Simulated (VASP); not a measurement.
# AlSi7C7N (P1) in VASP: single point with HSE06

Aim: the single point of AlSi7C7N with HSE06.

Everything below comes from runs of VASP 6.6.1. Logs are shortened: lines on timing, memory, paths and dates and some standing lists are left out, and cuts for length are marked.

## 1. The cell of the first run

The typed cell holds 96 atoms: a = 9.248 Å, b = 10.694 Å, c = 10.092 Å, α = 90.00°, β = 90.00°, γ = 90.00°.

## 2. Single point, HSE06

POSCAR

```
AlSi7C7N
1.0
    9.2484710000      0.0000000000      0.0000000000
    0.0000000000     10.6939440000      0.0000000000
    0.0000000000      0.0000000000     10.0923720000
Si Al C N
42 6 42 6
Direct
    0.1659750000      0.0815760000      0.2493390000
    0.1653010000      0.0846170000      0.7494750000
    0.0006970000      0.3310230000      0.2488940000
    0.0020260000      0.3318050000      0.7480770000
    0.5003400000      0.0825430000      0.2504150000
    0.3321510000      0.3307960000      0.2490640000
    0.3314010000      0.3311700000      0.7473740000
    0.1669460000      0.5813380000      0.2496080000
    0.1674380000      0.5819520000      0.7505770000
    0.0001630000      0.8365330000      0.2482090000
    0.9992160000      0.8353490000      0.7496070000
    0.8346630000      0.0817690000      0.2502070000
    0.6680200000      0.3316750000      0.2490250000
    0.6675810000      0.3352180000      0.7468590000
    0.5014000000      0.5805490000      0.2489860000
    0.4987810000      0.5828600000      0.7487120000
    0.3353240000      0.8347340000      0.7512620000
    0.8326510000      0.5837150000      0.2488670000
    0.8354640000      0.5845820000      0.7462460000
    0.6676300000      0.8338480000      0.7491120000
    0.0003570000      0.1653570000      0.5003830000
    0.9985180000      0.1632820000      0.0015160000
    0.3322010000      0.1652540000      0.4978300000
    0.3354270000      0.1629950000      0.0027230000
    0.1649400000      0.4172190000      0.4976630000
    0.1664840000      0.4148040000      0.0010640000
    0.0011810000      0.6669400000      0.4972250000
    0.0038700000      0.6694560000      0.0012570000
    0.6681970000      0.1654680000      0.5017080000
    0.5004010000      0.4180250000      0.4990030000
    0.4998630000      0.4154250000      0.0002120000
    0.3298110000      0.6680400000      0.0043790000
    0.1688380000      0.9160650000      0.4994230000
    0.1663120000      0.9168370000      0.0011630000
    0.8354750000      0.4189000000      0.4997510000
    0.8344800000      0.4169780000      0.0003390000
    0.6665410000      0.6676630000      0.4997220000
    0.6671860000      0.6698740000      0.0009960000
    0.5000230000      0.9143540000      0.5019350000
    0.4998240000      0.9204780000      0.0027920000
    0.8321490000      0.9136050000      0.5009770000
    0.8351800000      0.9188060000      0.0030400000
    0.5006800000      0.0829870000      0.7482710000
    0.8343600000      0.0836550000      0.7493460000
    0.3350440000      0.8354870000      0.2505310000
    0.6654710000      0.8340660000      0.2488860000
    0.6666090000      0.1627220000      0.0037560000
    0.3342090000      0.6676500000      0.4964300000
    0.0012520000      0.1680990000      0.1894710000
    0.0104950000      0.1715550000      0.6842010000
    0.3318780000      0.1674800000      0.1900740000
    0.1661750000      0.4149440000      0.1876710000
    0.1691180000      0.4181730000      0.6868970000
    0.9993690000      0.6654620000      0.1860330000
    0.0041010000      0.6663960000      0.6886740000
    0.6680320000      0.1699700000      0.2010060000
    0.6653930000      0.1791560000      0.6827630000
    0.5014740000      0.4131330000      0.1861100000
    0.4979990000      0.4175200000      0.6890770000
    0.3351690000      0.6561100000      0.1852470000
    0.1602260000      0.9199060000      0.1842350000
    0.1685090000      0.9172510000      0.6891690000
    0.8333850000      0.4165300000      0.1864950000
    0.8343340000      0.4189680000      0.6890730000
    0.6665100000      0.6553740000      0.1804080000
    0.6648840000      0.6627140000      0.6930350000
    0.5007410000      0.9250850000      0.1831030000
    0.4996530000      0.9076170000      0.6875130000
    0.8399830000      0.9189280000      0.1870180000
    0.8340040000      0.9083140000      0.6855920000
    0.1661930000      0.0837560000      0.4385750000
    0.1682740000      0.0854030000      0.9361190000
    0.9966030000      0.3321890000      0.4372050000
    0.9973210000      0.3345500000      0.9367560000
    0.5007660000      0.0854630000      0.4421380000
    0.4927870000      0.0828050000      0.9396290000
    0.3355860000      0.3328020000      0.4389590000
    0.3360680000      0.3330740000      0.9350380000
    0.1600420000      0.5790110000      0.4358380000
    0.1669020000      0.5810310000      0.9369800000
    0.0009850000      0.8328590000      0.4371990000
    0.9994170000      0.8306210000      0.9365050000
    0.8337780000      0.0827920000      0.4396460000
    0.8396770000      0.0808660000      0.9428100000
    0.5095070000      0.5771440000      0.4358950000
    0.3336820000      0.8399930000      0.4455190000
    0.3345110000      0.8295020000      0.9375770000
    0.8322370000      0.5829840000      0.4378580000
    0.6661830000      0.8313920000      0.4455440000
    0.6674150000      0.8306550000      0.9370990000
    0.3254370000      0.1715550000      0.6829630000
    0.3342630000      0.6633420000      0.7006280000
    0.6683970000      0.3359670000      0.4382550000
    0.6672920000      0.3498470000      0.9333990000
    0.5015240000      0.5809330000      0.9352810000
    0.8326240000      0.5819960000      0.9358850000
```

INCAR.step1

```
SYSTEM = AlSi7C7N
PREC = Accurate
ENCUT = 520
EDIFF = 1E-5
ISMEAR = -1
SIGMA = 0.05
LREAL = Auto
LASPH = .TRUE.
NELM = 100
ALGO = Normal
ISIF = 2
LWAVE = .TRUE.
GGA = PE
NBANDS = 246
LUSENCCL = .FALSE.
```

INCAR.step2

```
SYSTEM = AlSi7C7N
PREC = Accurate
ENCUT = 520
EDIFF = 1E-6
ISMEAR = -1
SIGMA = 0.05
LREAL = Auto
LASPH = .TRUE.
NELM = 100
ALGO = Normal
ISIF = 2
LWAVE = .FALSE.
LCHARG = .TRUE.
GGA = PE
LHFCALC = .TRUE.
HFSCREEN = 0.2079
PRECFOCK = Fast
LELF = .TRUE.
LVHAR = .TRUE.
ISTART = 1
NBANDS = 246
LUSENCCL = .FALSE.
```

KPOINTS

```
regular mesh
0
G
  1 1 1
  0 0 0
```

Potentials or basis: VASP PAW PBE potentials, release 64 (Si, Al, C, N).

The run is started by

```sh
$ cat potpaw_PBE.64/Si/POTCAR potpaw_PBE.64/Al/POTCAR potpaw_PBE.64/C/POTCAR potpaw_PBE.64/N/POTCAR > POTCAR
$ cp INCAR.step1 INCAR
$ mpirun -np 1 vasp_gam > vasp.out
$ cp INCAR.step2 INCAR
$ mpirun -np 1 vasp_gam > vasp.out
```

OUTCAR:

```text
SYSTEM = AlSi7C7N
   PREC = Accurate
   ENCUT = 520
   EDIFF = 1E-6
   ISMEAR = -1
   LREAL = Auto
   LASPH = .TRUE.
   NELM = 100
   ISIF = 2
   GGA = PE
   LHFCALC = .TRUE.
   HFSCREEN = 0.2079
   PRECFOCK = Fast
   ISTART = 1

 ion  position               nearest neighbor table
   1  0.166  0.082  0.249-  61 1.85  49 1.88  51 1.89  71 1.91  10 3.04  45 3.06  34 3.06  12 3.06
                            24 3.07  22 3.07   3 3.07  23 3.07   6 3.08  33 3.08   5 3.09  21 3.09
   2  0.165  0.085  0.749-  50 1.83  91 1.87  72 1.88  62 1.89   4 3.04   7 3.05  44 3.06  21 3.06
                            11 3.08  22 3.09  23 3.09  17 3.10  33 3.10  43 3.10  34 3.11  24 3.12
   3  0.001  0.331  0.249-  49 1.84  52 1.88  73 1.90  63 1.90   6 3.07  26 3.07  22 3.07   1 3.07
                            25 3.08  12 3.08  13 3.08  36 3.08   8 3.09  21 3.10  35 3.10  18 3.12
   4  0.002  0.332  0.748-  50 1.83  53 1.90  64 1.90  74 1.90   2 3.04   7 3.05  21 3.07  44 3.07
                            25 3.08   9 3.08  35 3.09  14 3.09  26 3.10  19 3.11  36 3.12  22 3.13
   5  0.500  0.083  0.250-  67 1.82  56 1.88  51 1.90  75 1.94  40 3.04  47 3.05  24 3.05  45 3.05
                            46 3.06  23 3.07   6 3.08  13 3.08  12 3.09   1 3.09  29 3.10  39 3.11
   6  0.332  0.331  0.249-  51 1.85  52 1.88  58 1.91  77 1.92   3 3.07  24 3.07  26 3.07  23 3.07
                             1 3.08   5 3.08   8 3.08  31 3.09  25 3.09  15 3.10  13 3.11  30 3.11
   7  0.331  0.331  0.747-  91 1.83  53 1.87  59 1.89  78 1.89   4 3.05   2 3.05  23 3.08   9 3.08
                            43 3.08  25 3.09  30 3.10  16 3.10  14 3.11  26 3.11  31 3.12  24 3.14
   8  0.167  0.581  0.250-  60 1.87  79 1.88  52 1.89  54 1.90  32 3.04  25 3.06  27 3.07  28 3.07
                            48 3.07  26 3.08   6 3.08   3 3.09  18 3.09  15 3.09  45 3.13  10 3.13
   9  0.167  0.582  0.751-  92 1.84  53 1.87  55 1.87  80 1.88  16 3.06  19 3.07   7 3.08   4 3.08
                            28 3.09  26 3.10  25 3.10  32 3.11  17 3.12  27 3.12  11 3.12  48 3.13
  10  0.000  0.837  0.248-  69 1.83  61 1.84  81 1.91  54 1.93   1 3.04  12 3.04  42 3.04  34 3.05
                            28 3.07  46 3.10  33 3.10  45 3.10  41 3.10  27 3.10  18 3.12   8 3.13
  11  0.999  0.835  0.750-  70 1.83  82 1.89  62 1.89  55 1.91  44 3.06  41 3.06  20 3.07   2 3.08
                            19 3.08  33 3.10  34 3.10  28 3.10  42 3.10  17 3.11  27 3.12   9 3.12
  12  0.835  0.082  0.250-  69 1.86  56 1.87  49 1.90  83 1.91  10 3.04  42 3.04  47 3.06  22 3.06
                             1 3.06   3 3.08  46 3.08  13 3.09  21 3.09   5 3.09  29 3.10  41 3.10
  13  0.668  0.332  0.249-  56 1.80  58 1.88  63 1.89  93 1.91  47 3.06  15 3.08   3 3.08  36 3.08
                             5 3.08  12 3.09  31 3.09  18 3.10  30 3.10   6 3.11  29 3.11  35 3.11
  14  0.668  0.335  0.747-  57 1.79  64 1.88  94 1.89  59 1.89  29 3.07  35 3.07  30 3.07  16 3.07
                            19 3.09   4 3.09  44 3.10  43 3.11   7 3.11  31 3.11  36 3.11  47 3.18
  15  0.501  0.581  0.249-  60 1.85  65 1.86  85 1.89  58 1.90  18 3.06  30 3.06  31 3.07  13 3.08
                            32 3.08  48 3.08  38 3.09   8 3.09   6 3.10  37 3.10  46 3.11  45 3.13
  16  0.499  0.583  0.749-  92 1.81  66 1.85  59 1.87  95 1.88   9 3.06  14 3.07  30 3.08  17 3.09
                            37 3.09  48 3.10   7 3.10  20 3.11  31 3.11  19 3.11  38 3.13
  17  0.335  0.835  0.751-  68 1.83  87 1.88  62 1.88  92 1.90  39 3.06  43 3.06  20 3.07  16 3.09
[... 423 lines left out ...]
   AEXX    =    0.2500 exact exchange contribution
   HFSCREEN=    0.2079 screening length (either q_TF or 0.3 A-1)
   HFSCREENC=   0.2079 screening length for correlation (either q_TF or 0.3 A-1)
   ENCUTFOCK=  -1.0 apply spherical cutoff to Coloumb kernel
   IVDW    =     0    specifies the selected vdW correction
   LEPSILON=     F    determine dielectric tensor
   LRPA    =     F    only Hartree local field effects (RPA)
 non-spin polarized calculation
  energy-cutoff  :      520.00
  volume of cell :      998.16
 maximum number of plane-waves:     13441
 NGX is ok and might be reduce to    70
  NGX = 36; NGY = 42; NGZ = 40

 number of electron     384.0000009 magnetization

 Free energy of the ion-electron system (eV)
  ---------------------------------------------------
  ext. energy  EPLUGINS =         0.00000000
  ---------------------------------------------------
  free energy    TOTEN  =      -823.44427820 eV

  energy without entropy =     -823.44427820  energy(sigma->0) =     -823.44427820

 E-fermi :   9.2526     XC(G=0):  -9.2931

 val. band max:        8.0498906337   @ k =   0.0000   0.0000   0.0000
 cond. band min:      10.7743449902   @ k =   0.0000   0.0000   0.0000
 fundamental gap:      2.7244543565
 Fermi energy:         9.2525767867

 k-point     1 :       0.0000    0.0000    0.0000
  band No.  band energies     occupation
      1     -11.9589      2.00000
      2     -11.1686      2.00000
      3     -11.0702      2.00000
      4     -10.7879      2.00000
      5     -10.6338      2.00000
      6     -10.4860      2.00000
[... 196 lines left out ...]
    203      12.3608      0.00000
    204      12.4321      0.00000
 [bands above 204 left out]

------------------------ aborting loop because EDIFF is reached ----------------------------------------

  FORCE on cell =-STRESS in cart. coord.  units (eV):
  Direction    XX          YY          ZZ          XY          YZ          ZX
  --------------------------------------------------------------------------------------
  -------------------------------------------------------------------------------------
  Total       -0.8990297    -18.3561548    -12.6057497     -0.9169001     -1.2740013      0.4543200
  in kB       -1.4430571    -29.4639656    -20.2338333     -1.4717414     -2.0449343      0.7292414
  external PRESSURE =     -17.0469520 kB  Pullay stress =       0.0000000 kB

 VOLUME and BASIS-vectors are now :
 -----------------------------------------------------------------------------
  energy-cutoff  :      520.00
  volume of cell :      998.16
      direct lattice vectors                 reciprocal lattice vectors
     9.248471000  0.000000000  0.000000000     0.108125981  0.000000000  0.000000000
     0.000000000 10.693944000  0.000000000     0.000000000  0.093510869  0.000000000
     0.000000000  0.000000000 10.092372000     0.000000000  0.000000000  0.099084734

 POSITION                                       TOTAL-FORCE (eV/Angst)
 -----------------------------------------------------------------------------------
      1.53501      0.87237      2.51642        -0.020980      0.048485     -0.086327
      1.52878      0.90489      7.56398         0.017026      0.076682     -0.069839
      0.00645      3.53994      2.51193         0.020194      0.032202     -0.055260
      0.01874      3.54830      7.54987         0.049691      0.020807     -0.077893
      4.62738      0.88271      2.52728         0.038355      0.009052     -0.113954
      3.07189      3.53751      2.51365        -0.006005      0.031866     -0.064941
[... 88 lines left out ...]
      4.63833      6.21246      9.43920         0.042993      0.008969      0.002261
      7.70050      6.22383      9.44530        -0.040178      0.004687      0.038546
 -----------------------------------------------------------------------------------
    total drift:                               -0.014498      0.042455      0.026887

  FREE ENERGIE OF THE ION-ELECTRON SYSTEM (eV)
  ---------------------------------------------------
  free  energy   TOTEN  =      -823.4442782027 eV

  energy  without entropy=     -823.4442782026  energy(sigma->0) =     -823.44427820
```

Run time: 4.2 min. Hardware: 1 × NVIDIA H100 80GB with 1 thread of Intel Xeon Platinum 8481C at 2.70GHz (Sapphire Rapids), shared host; peak memory 1.7 GiB.

Results:

```yaml
Free_energy: -823.4443 eV
Pressure: -1.7 GPa
Largest_force: 0.259 eV/Å
Band_gap_on_the_k_mesh: 2.72 eV
```

Forces in eV/Å, atoms in the order of the input:
```
Si  -0.021  0.048 -0.086
Si   0.017  0.077 -0.070
Si   0.020  0.032 -0.055
Si   0.050  0.021 -0.078
Si   0.038  0.009 -0.114
Si  -0.006  0.032 -0.065
Si  -0.019  0.045 -0.087
Si   0.028  0.023 -0.062
Si   0.048  0.044 -0.056
Si   0.005  0.114 -0.107
Si  -0.036  0.025 -0.088
Si   0.005  0.059 -0.059
Si   0.010 -0.019 -0.061
Si   0.005 -0.011 -0.090
Si   0.024  0.070 -0.100
Si  -0.054  0.093 -0.036
Si   0.059  0.066 -0.078
Si  -0.029  0.040 -0.127
Si   0.004  0.028 -0.051
Si   0.010  0.085 -0.094
Si   0.011 -0.038 -0.061
Si  -0.051 -0.115 -0.110
Si  -0.016 -0.042 -0.053
Si   0.027 -0.134 -0.140
Si  -0.028 -0.013 -0.091
Si  -0.009 -0.014 -0.081
Si  -0.022 -0.093 -0.078
Si   0.004  0.002 -0.060
Si   0.000 -0.048  0.011
Si   0.039 -0.010 -0.105
Si   0.068 -0.037 -0.114
Si  -0.029 -0.036 -0.002
Si   0.096 -0.077 -0.124
Si  -0.040 -0.059 -0.040
Si  -0.032 -0.068 -0.087
Si  -0.072 -0.041 -0.113
Si   0.009 -0.034 -0.112
Si   0.006 -0.017 -0.018
Si  -0.061 -0.147 -0.080
Si  -0.039  0.024 -0.011
Si  -0.034 -0.075 -0.060
Si   0.057  0.020 -0.081
Al   0.007  0.043  0.011
Al   0.030  0.064 -0.014
Al   0.011  0.114 -0.055
Al   0.005  0.141 -0.064
Al   0.012 -0.202 -0.076
Al  -0.015 -0.033 -0.131
C   -0.022 -0.050  0.059
C    0.033 -0.033  0.060
C    0.018 -0.046  0.066
C    0.004 -0.083  0.081
C    0.001 -0.074  0.114
C   -0.015 -0.100  0.045
C   -0.025 -0.099  0.087
C   -0.011 -0.055  0.111
C   -0.011  0.062 -0.016
C    0.013 -0.068  0.045
C    0.000 -0.071  0.082
C   -0.002 -0.197  0.003
C   -0.045 -0.078  0.053
C    0.013 -0.087  0.102
C   -0.042 -0.062  0.057
C   -0.049 -0.056  0.097
C    0.010 -0.202  0.011
C   -0.013 -0.097  0.102
C    0.009 -0.020  0.015
C   -0.032 -0.233  0.085
C    0.049 -0.078  0.088
C   -0.001 -0.208  0.068
C    0.027  0.084  0.082
C   -0.009  0.101  0.081
C    0.011  0.093  0.059
C   -0.023  0.130  0.064
C   -0.014  0.144  0.106
C   -0.048  0.106  0.147
C    0.021  0.094  0.071
C    0.021  0.106  0.043
C   -0.015  0.031  0.054
C    0.020  0.085  0.058
C   -0.012  0.062  0.084
C    0.017  0.024  0.065
C   -0.026  0.147  0.088
C    0.031  0.115  0.152
C   -0.009  0.002  0.083
C   -0.013  0.197  0.167
C   -0.010  0.037  0.061
C    0.024  0.082  0.105
C    0.011  0.099  0.155
C    0.016  0.032  0.047
N   -0.050  0.001  0.019
N    0.051 -0.115  0.180
N   -0.001  0.063  0.044
N    0.003  0.249  0.034
N    0.043  0.009  0.002
N   -0.040  0.005  0.039
```

Caveat: the k points lie up to 0.68 Å⁻¹ apart; the PAW data sets were made with another functional, which shifts forces and pressure a little; an odd mesh through Γ misses points on the zone boundary, where band edges can lie.
